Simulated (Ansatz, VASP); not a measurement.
# Rh in VASP and in Ansatz

```
CELL_PARAMETERS angstrom
2.69104 0.00000 0.00000
-1.34552 2.33051 0.00000
0.00000 0.00000 8.75758
ATOMIC_POSITIONS crystal
Rh 0.00000 0.00000 0.00000
Rh 0.33333 0.66667 0.25000
Rh 0.00000 0.00000 0.50000
Rh 0.66667 0.33333 0.75000
```

Alike in both runs: functional r2SCAN; k mesh 9 × 9 × 3; no spin polarisation.

Ansatz relaxed the structure, and its values are those at the end. VASP's run is a single point on that final structure, the one shown.

```csv
,VASP,Ansatz
version,VASP 6.6.1,Ansatz 0.2.0
potentials or method,"VASP PAW PBE potentials, release 64 (Rh_pv)","plane waves, PAW"
plane-wave cutoff (eV),520,500
occupations,"methfessel-paxton of order 1, width 0.1 eV","cold, width 0.1 eV"
valence electrons in the cell,60,68
```

|  | VASP | Ansatz | Ansatz less VASP |
| --- | --- | --- | --- |
| pressure (GPa) | 1.2 | 0.0 | -1.23 |

VASP's potentials were made for PBE, not for r2SCAN. VASP's potentials hold 60 valence electrons a cell and Ansatz's 68, so a difference there can come from the potentials and not from the codes.
